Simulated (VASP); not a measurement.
# Mg2CdSe3 in VASP: notebook

Mg2CdSe3 is run at these levels: PBE, r2SCAN; tasks: single point.

Program: VASP 6.6.1. These are calculated values, not measurements. Logs are shortened: lines on timing, memory, paths and dates and some standing lists are left out, and cuts for length are marked.

## (1) The cell of the first run

It takes space group P-3m1 (No. 164, trigonal). The conventional cell has a = 3.954 Å, b = 3.954 Å, c = 9.686 Å, α = 90.00°, β = 90.00°, γ = 120.00°. Mg (site symmetry 3m) has 6 Se at 2.77 Å within 3.6 Å. Within 3.8 Å of Cd (site symmetry -3m) lie 6 Se at 2.85 Å. Se (site symmetry -3m) has 6 Mg at 2.77 Å within 3.7 Å. Se (site symmetry 3m) has 3 Mg at 2.77 Å and 3 Cd at 2.85 Å within 3.6 Å.

## (2) Single point, PBE

INCAR reads:

```
SYSTEM = Mg2CdSe3
PREC = Accurate
ENCUT = 520
EDIFF = 1E-7
ISMEAR = 0
SIGMA = 0.02
LREAL = .False.
LASPH = .True.
NELM = 80
ALGO = Normal
ISIF = 2
LWAVE = .False.
LCHARG = .False.
GGA = PE
NBANDS = 26
```

KPOINTS reads:

```
regular mesh
0
Gamma
  12 12 4
  0 0 0
```

POSCAR reads:

```
Mg2CdSe3
1.0
    3.9535401222      0.0000000289      0.0000000000
   -1.9767700861      3.4238661663      0.0000000000
    0.0000000000      0.0000000000      9.6858294000
Mg Cd Se
2 1 3
Direct
    0.3333333333      0.6666666667      0.6628080000
    0.6666666667      0.3333333333      0.3371920000
    0.0000000000      0.0000000000      0.0000000000
    0.0000000000      0.0000000000      0.5000000000
    0.3333333333      0.6666666667      0.1758130000
    0.6666666667      0.3333333333      0.8241870000
```

Potentials or basis: VASP PAW PBE potentials, release 64 (Mg, Cd, Se).

Launch:

```bash
$ cat potpaw_PBE.64/Mg/POTCAR potpaw_PBE.64/Cd/POTCAR potpaw_PBE.64/Se/POTCAR > POTCAR
$ mpirun -np 1 vasp_std > vasp.out
```

OUTCAR:

```text
SYSTEM = Mg2CdSe3
   PREC = Accurate
   ENCUT = 520
   EDIFF = 1E-7
   ISMEAR = 0
   LREAL = .False.
   LASPH = .True.
   NELM = 80
   ISIF = 2
   GGA = PE

 ion  position               nearest neighbor table
   1  0.333  0.667  0.663-   6 2.77   6 2.77   6 2.77   4 2.77   4 2.77   4 2.77
   2  0.667  0.333  0.337-   5 2.77   5 2.77   5 2.77   4 2.77   4 2.77   4 2.77
   3  0.000  0.000  0.000-   5 2.85   6 2.85   6 2.85   5 2.85   6 2.85   5 2.85
   4  0.000  0.000  0.500-   1 2.77   2 2.77   2 2.77   1 2.77   2 2.77   1 2.77
   5  0.333  0.667  0.176-   2 2.77   2 2.77   2 2.77   3 2.85   3 2.85   3 2.85
   6  0.667  0.333  0.824-   1 2.77   1 2.77   1 2.77   3 2.85   3 2.85   3 2.85

  LATTYP: Found a hexagonal cell.
 ALAT       =     3.9535401222
 C/A-ratio  =     2.4499130148

  Lattice vectors:

 A1 = (   3.9535401222,   0.0000000289,   0.0000000000)
 A2 = (  -1.9767700861,   3.4238661663,   0.0000000000)
 A3 = (   0.0000000000,   0.0000000000,   9.6858294000)

Analysis of symmetry for initial positions (statically):
=====================================================================
 Subroutine PRICEL returns:
 Original cell was already a primitive cell.

 Routine SETGRP: Setting up the symmetry group for a
 hexagonal supercell.

 Subroutine GETGRP returns: Found 12 space group operations
 (whereof 12 operations were pure point group operations)
 out of a pool of 24 trial point group operations.

The static configuration has the point symmetry D_3d.

Analysis of symmetry for dynamics (positions and initial velocities):
=====================================================================
 Subroutine PRICEL returns:
 Original cell was already a primitive cell.

 Routine SETGRP: Setting up the symmetry group for a
 hexagonal supercell.

 Subroutine GETGRP returns: Found 12 space group operations
 (whereof 12 operations were pure point group operations)
 out of a pool of 24 trial point group operations.

The dynamic configuration has the point symmetry D_3d.

 Subroutine INISYM returns: Found 12 space group operations
 (whereof 12 operations are pure point group operations),
 and found     1 'primitive' translations

----------------------------------------------------------------------------------------

                                     Primitive cell

  volume of cell :     131.1112

[... 98 lines left out ...]
   EDIFFG = 0.1E-05   stopping-criterion for IOM
   NSW    =      0    number of steps for IOM
   IBRION =     -1    ionic relax: 0-MD 1-quasi-New 2-CG
   NFREE  =      0    steps in history (QN), initial steepest desc. (CG)
   ISIF   =      2    stress and relaxation
   ISYM   =      2    0-nonsym 1-usesym 2-fastsym
   POTIM  = 0.5000    time-step for ionic-motion
   TEBEG  =    0.0;   TEEND  =   0.0 temperature during run
   PSTRESS=    0.0 pullay stress
   NELECT =      34.0000    total number of electrons
   NUPDOWN=      -1.0000    fix difference up-down
   EMIN   =  10.00;   EMAX   =-10.00  energy-range for DOS
   EFERMI =   0.00;   METHOD = LEGACY
   ISMEAR =     0;   SIGMA  =   0.02  broadening in eV -4-tet -1-fermi 0-gaus
   EFERMI_NEDOS =   21; number of points for ismear=-14 and -15
   IALGO  =     38    algorithm
   IMIX   =      4    mixing-type and parameters
     AMIX     =   0.40;   BMIX     =  1.00
     AMIX_MAG =   1.60;   BMIX_MAG =  1.00
  volume/ion in A,a.u.               =      21.85       147.46
  Fermi-wavevector in a.u.,A,eV,Ry     =   1.043970  1.972817 14.828618  1.089873
  Thomas-Fermi vector in A             =   2.178702
   LORBIT       =      0    0 simple, 1 ext, 2 COOP (PROOUT), +10 PAW based schemes
   GGA     = PE    functional components
   LHFCALC =     F    Hartree Fock is set to
   AEXX    =    0.0000 exact exchange contribution
   IVDW    =     0    specifies the selected vdW correction
   LEPSILON=     F    determine dielectric tensor
   LRPA    =     F    only Hartree local field effects (RPA)
 non-spin polarized calculation
 Gauss-broadening in eV      SIGMA  =   0.02
  energy-cutoff  :      520.00
  volume of cell :      131.11
 maximum number of plane-waves:      3595
 NGX is ok and might be reduce to    30

 number of electron      33.9999991 magnetization

 Free energy of the ion-electron system (eV)
  ---------------------------------------------------
  ext. energy  EPLUGINS =         0.00000000
  ---------------------------------------------------
  free energy    TOTEN  =       -20.10170847 eV

  energy without entropy =      -20.10170847  energy(sigma->0) =      -20.10170847

 E-fermi :   2.8397     XC(G=0):  -9.5935

 val. band max:        2.7134390238   @ k =   0.0000   0.0000   0.5000
 cond. band min:       3.5747752635   @ k =   0.5000   0.0000   0.0000
 fundamental gap:      0.8613362397
 Fermi energy:         2.8396980879

 k-point     1 :       0.0000    0.0000    0.0000
  band No.  band energies     occupation
      1     -10.0874      2.00000
      2      -9.4209      2.00000
      3      -9.3419      2.00000
      4      -5.1850      2.00000
      5      -5.1850      2.00000
      6      -5.1258      2.00000
[... 685 lines left out ...]
     25       9.4573      0.00000
     26       9.6566      0.00000

 [... further k-points ...]

------------------------ aborting loop because EDIFF is reached ----------------------------------------

  FORCE on cell =-STRESS in cart. coord.  units (eV):
  Direction    XX          YY          ZZ          XY          YZ          ZX
  --------------------------------------------------------------------------------------
  -------------------------------------------------------------------------------------
  Total        0.0214489      0.0214489      0.0463748      0.0000000      0.0000000      0.0000000
  in kB        0.2621051      0.2621051      0.5666992      0.0000000      0.0000000      0.0000000
  external PRESSURE =       0.3636364 kB  Pullay stress =       0.0000000 kB

 VOLUME and BASIS-vectors are now :
 -----------------------------------------------------------------------------
  energy-cutoff  :      520.00
  volume of cell :      131.11
      direct lattice vectors                 reciprocal lattice vectors
     3.953540122  0.000000029  0.000000000     0.252937865  0.146033747  0.000000000
    -1.976770086  3.423866166  0.000000000    -0.000000002  0.292067490  0.000000000
     0.000000000  0.000000000  9.685829400     0.000000000  0.000000000  0.103243611

 POSITION                                       TOTAL-FORCE (eV/Angst)
 -----------------------------------------------------------------------------------
     -0.00000      2.28258      6.41985         0.000000      0.000000      0.000845
      1.97677      1.14129      3.26598         0.000000      0.000000     -0.000845
      0.00000      0.00000      0.00000         0.000000      0.000000      0.000000
      0.00000      0.00000      4.84291         0.000000      0.000000      0.000000
     -0.00000      2.28258      1.70289        -0.000000      0.000000      0.040379
      1.97677      1.14129      7.98293        -0.000000     -0.000000     -0.040379
 -----------------------------------------------------------------------------------
    total drift:                                0.000000     -0.000000      0.000000

  FREE ENERGIE OF THE ION-ELECTRON SYSTEM (eV)
  ---------------------------------------------------
  free  energy   TOTEN  =       -20.1017084666 eV

  energy  without entropy=      -20.1017084666  energy(sigma->0) =      -20.10170847
```

stdout:

```text
POSCAR found type information on POSCAR MgCdSe
 POSCAR found :  3 types and       6 ions
 scaLAPACK will be used
 LDA part: xc-table for (Slater+PW92), standard interpolation
 POSCAR, INCAR and KPOINTS ok, starting setup
 FFT: planning ... GRIDC
 FFT: planning ... GRID_SOFT
 FFT: planning ... GRID
 WAVECAR not read
 entering main loop
```

Run time: 1.8 min. Hardware: 1 thread of AMD EPYC 9R45 (Zen 5), shared host; peak memory 0.38 GiB.

What came out:

| Item | Value |
| --- | --- |
| Free energy | -20.1017 eV |
| Pressure | 0.0 GPa |
| Largest force | 0.040 eV/Å |
| Band gap on the k mesh | 0.86 eV (least direct gap 1.51 eV) |

Forces on the atoms (eV/Å):
```
Mg   0.000  0.000  0.001
Mg   0.000  0.000 -0.001
Cd   0.000  0.000  0.000
Se   0.000  0.000  0.000
Se   0.000  0.000  0.040
Se   0.000  0.000 -0.040
```

A k mesh can miss the band edges.

## (3) Single point, PBE

This run uses another cell than the first one: it holds 12 atoms, not 6.

INCAR reads:

```
SYSTEM = Mg2CdSe3
PREC     = Accurate       ! precision mode
ENCUT    = 520            ! plane-wave cutoff, eV
EDIFF    = 1E-7           ! SCF threshold, eV
ISMEAR   = 0              ! smearing method
SIGMA    = 0.1            ! smearing width, eV
LREAL    = .FALSE.        ! projectors in reciprocal space
LASPH    = .TRUE.         ! aspherical terms in the spheres
NELM     = 100            ! most SCF steps
ALGO     = Normal         ! electronic algorithm
ISIF     = 2              ! what is computed and relaxed
LWAVE    = .FALSE.        ! write WAVECAR
LCHARG   = .FALSE.        ! write CHGCAR
GGA      = PE             ! functional
NBANDS   = 46             ! bands
```

KPOINTS reads:

```
Automatic mesh
0
G
  6 6 1
  0 0 0
```

POSCAR reads:

```
Mg2CdSe3
1.0
    3.9539456763      0.0000722643     -0.0002225830
   -1.9769112995      3.4241530178     -0.0000115047
   -0.0009896172     -0.0006492475     19.3666268432
Mg Cd Se
4 2 6
Direct
    0.3334891296      0.6666681680      0.3314251216
    0.3332243109      0.6667240413      0.8314404083
    0.6668181641      0.3333572165      0.1685774097
    0.6664584190      0.3332521159      0.6685739030
   -0.0000102009      0.0000594642     -0.0000044010
    0.0000082324     -0.0000376948      0.5000122804
    0.0000677610      0.0000120557      0.2500148073
   -0.0000767225     -0.0000055929      0.7499847121
    0.3334889575      0.6666548122      0.0879226368
    0.3328144313      0.6664004249      0.5879289274
    0.6671649410      0.3335683483      0.4120835658
    0.6665525765      0.3333466408      0.9120406286
```

Potentials or basis: VASP PAW PBE potentials, release 64 (Mg, Cd, Se).

Launch:

```bash
$ cat potpaw_PBE.64/Mg/POTCAR potpaw_PBE.64/Cd/POTCAR potpaw_PBE.64/Se/POTCAR > POTCAR
$ mpirun -np 1 vasp_std > vasp.out
```

Wall time 2.6 min (1 thread of AMD EPYC 9R45 (Zen 5), shared host); peak memory 0.45 GiB.

The run converged. Its results:

* Free energy: -40.1786 eV
* Pressure: 0.0 GPa
* Largest force: 0.040 eV/Å
* Band gap on the k mesh: 0.86 eV

Forces in eV/Å, atoms in the order of the input:
```
Mg   0.000  0.001  0.000
Mg   0.000 -0.001 -0.006
Mg   0.000  0.000  0.003
Mg   0.000  0.000  0.002
Cd   0.000  0.000 -0.001
Cd   0.000  0.000  0.000
Se   0.001  0.000 -0.002
Se   0.000  0.000  0.002
Se   0.000  0.000  0.038
Se   0.001  0.001  0.038
Se  -0.001 -0.001 -0.040
Se   0.000  0.000 -0.035
```

Levels at points of the mesh, in eV from the valence-band top:
```csv
k point,band 30,band 31,band 32,band 33,band 34,band 35,band 36,band 37,band 38,band 39
"(0.00, 0.00, 0.00)",-0.21,-0.10,-0.10,0.00,0.00,1.51,2.90,3.27,3.54,3.64
"(0.50, 0.00, 0.00)",-1.27,-1.00,-0.65,-0.34,-0.31,0.86,1.69,2.48,3.49,3.68
"(0.00, 0.50, 0.00)",-1.27,-1.00,-0.65,-0.34,-0.31,0.86,1.69,2.48,3.49,3.68
"(0.50, 0.50, 0.00)",-1.27,-1.00,-0.65,-0.34,-0.31,0.86,1.69,2.48,3.49,3.68
```

A k mesh can miss the band edges.

## (4) Single point, r2SCAN

POSCAR reads:

```
Mg2CdSe3
1.0
    3.9535401222      0.0000000289      0.0000000000
   -1.9767700861      3.4238661663      0.0000000000
    0.0000000000      0.0000000000      9.6858294000
Mg Cd Se
2 1 3
Direct
    0.3333333333      0.6666666667      0.6628080000
    0.6666666667      0.3333333333      0.3371920000
    0.0000000000      0.0000000000      0.0000000000
    0.0000000000      0.0000000000      0.5000000000
    0.3333333333      0.6666666667      0.1758130000
    0.6666666667      0.3333333333      0.8241870000
```

INCAR.step1 reads:

```
SYSTEM = Mg2CdSe3
ALGO = Normal ; EDIFF = 1E-4
ENCUT = 520 ; GGA = PE
ISMEAR = 0 ; LASPH = .True.
LCHARG = .False. ; LREAL = .False.
LWAVE = .True. ; NBANDS = 26
NELM = 60 ; PREC = Accurate
SIGMA = 0.02
```

INCAR.step2 reads:

```
SYSTEM = Mg2CdSe3
ALGO = Normal ; EDIFF = 1E-6
ENCUT = 520 ; ISIF = 2
ISMEAR = 0 ; ISTART = 1
LASPH = .True. ; LCHARG = .False.
LMIXTAU = .True. ; LREAL = .False.
LWAVE = .False. ; METAGGA = R2SCAN
NBANDS = 26 ; NELM = 60
PREC = Accurate ; SIGMA = 0.02
```

KPOINTS reads:

```
k-points
0
Gamma
  12 12 4
  0 0 0
```

Potentials or basis: VASP PAW PBE potentials, release 64 (Mg, Cd, Se).

Launch:

```bash
$ cat potpaw_PBE.64/Mg/POTCAR potpaw_PBE.64/Cd/POTCAR potpaw_PBE.64/Se/POTCAR > POTCAR
$ cp INCAR.step1 INCAR
$ mpirun -np 1 vasp_std > vasp.out
$ cp INCAR.step2 INCAR
$ mpirun -np 1 vasp_std > vasp.out
```

OUTCAR:

```text
SYSTEM = Mg2CdSe3
   EDIFF = 1E-6
   ENCUT = 520
   ISIF = 2
   ISMEAR = 0
   ISTART = 1
   LASPH = .True.
   LREAL = .False.
   METAGGA = R2SCAN
   NELM = 60
   PREC = Accurate

 ion  position               nearest neighbor table
   1  0.333  0.667  0.663-   6 2.77   6 2.77   6 2.77   4 2.77   4 2.77   4 2.77
   2  0.667  0.333  0.337-   5 2.77   5 2.77   5 2.77   4 2.77   4 2.77   4 2.77
   3  0.000  0.000  0.000-   5 2.85   6 2.85   6 2.85   5 2.85   6 2.85   5 2.85
   4  0.000  0.000  0.500-   1 2.77   2 2.77   2 2.77   1 2.77   2 2.77   1 2.77
   5  0.333  0.667  0.176-   2 2.77   2 2.77   2 2.77   3 2.85   3 2.85   3 2.85
   6  0.667  0.333  0.824-   1 2.77   1 2.77   1 2.77   3 2.85   3 2.85   3 2.85

  LATTYP: Found a hexagonal cell.
[... 903 lines left out ...]
  Total       -1.2428195     -1.2428195     -1.1842538     -0.0000000      0.0000000      0.0000000
  in kB      -15.1872407    -15.1872407    -14.4715689     -0.0000000      0.0000000      0.0000000
  external PRESSURE =     -14.9486835 kB  Pullay stress =       0.0000000 kB

 VOLUME and BASIS-vectors are now :
 -----------------------------------------------------------------------------
  energy-cutoff  :      520.00
  volume of cell :      131.11
      direct lattice vectors                 reciprocal lattice vectors
     3.953540122  0.000000029  0.000000000     0.252937865  0.146033747  0.000000000
    -1.976770086  3.423866166  0.000000000    -0.000000002  0.292067490  0.000000000
     0.000000000  0.000000000  9.685829400     0.000000000  0.000000000  0.103243611

 POSITION                                       TOTAL-FORCE (eV/Angst)
 -----------------------------------------------------------------------------------
     -0.00000      2.28258      6.41985         0.000000     -0.000000      0.010659
      1.97677      1.14129      3.26598        -0.000000     -0.000000     -0.010659
      0.00000      0.00000      0.00000        -0.000000      0.000000     -0.000000
      0.00000      0.00000      4.84291        -0.000000      0.000000     -0.000000
     -0.00000      2.28258      1.70289        -0.000000     -0.000000      0.004918
      1.97677      1.14129      7.98293         0.000000      0.000000     -0.004918
 -----------------------------------------------------------------------------------
    total drift:                                0.000000     -0.000000      0.000000

  FREE ENERGIE OF THE ION-ELECTRON SYSTEM (eV)
  ---------------------------------------------------
  free  energy   TOTEN  =       -78.3698304885 eV

  energy  without entropy=      -78.3698304885  energy(sigma->0) =      -78.36983049
```

Wall time 8.8 min (1 thread of AMD EPYC 9R45 (Zen 5), shared host); peak memory 0.4 GiB.

Results:

* Free energy: -78.3698 eV
* Pressure: -1.5 GPa
* Largest force: 0.011 eV/Å
* Band gap on the k mesh: 1.41 eV (least direct gap 2.07 eV)

Forces in eV/Å, atoms in the order of the input:
```
Mg   0.000  0.000  0.011
Mg   0.000  0.000 -0.011
Cd   0.000  0.000  0.000
Se   0.000  0.000  0.000
Se   0.000  0.000  0.005
Se   0.000  0.000 -0.005
```

Caveat: the PAW data sets were made with another functional, which shifts forces and pressure a little.

## (5) Summary

```tsv
level	cell	k mesh	smearing	gap on the mesh (eV)	pressure (GPa)	largest force (eV/Å)
PBE	a = 3.954, b = 3.954, c = 9.686 Å, angles 90.0, 90.0, 120.0°, 6 atoms, atomic positions A	12 × 12 × 4	gaussian 0.02 eV	0.86	0.0	0.04
PBE	a = 3.954, b = 3.954, c = 19.367 Å, angles 90.0, 90.0, 120.0°, 12 atoms, atomic positions B	6 × 6 × 1	gaussian 0.1 eV	0.86	0.0	0.04
r2SCAN	a = 3.954, b = 3.954, c = 9.686 Å, angles 90.0, 90.0, 120.0°, 6 atoms, atomic positions A	12 × 12 × 4	gaussian 0.02 eV	1.41	-1.5	0.01
```

Alike in all rows: task single point; potentials or basis VASP PAW PBE potentials, release 64 (Mg, Cd, Se); no spin polarisation; cutoff (eV) 520.

Caveats: the PAW data sets were made with another functional, which shifts forces and pressure a little (at least some runs).

Absolute energies hang on the potentials; compare differences alone.
